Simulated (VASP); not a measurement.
A run of VASP 6.6.1 is set up as follows.

INCAR

```
PREC = Accurate ; ENCUT = 520
EDIFF = 1E-7 ; ISMEAR = -1
SIGMA = 0.15 ; LREAL = False
LASPH = True ; NELM = 80
ALGO = Normal ; ISIF = 2
LWAVE = False ; LCHARG = False
GGA = PE ; NBANDS = 14
```

Contents of KPOINTS:

```
regular mesh
0
Gamma
  14 14 14
```

POSCAR

```
ZrB
1.0
    0.0000000000      2.4367895620      2.4367895620
    2.4367895620      0.0000000000      2.4367895620
    2.4367895620      2.4367895620      0.0000000000
Zr B
1 1
Direct
    0.0000000000      0.0000000000      0.0000000000
    0.5000000000      0.5000000000      0.5000000000
```

Potentials or basis: VASP PAW PBE potentials, release 64 (Zr_sv, B).

Command:

```console
$ cat potpaw_PBE.64/Zr_sv/POTCAR potpaw_PBE.64/B/POTCAR > POTCAR
$ mpirun -np 1 vasp_std > vasp.out
```

Task: What does it give for the pressure?

Result: 3.5 GPa.
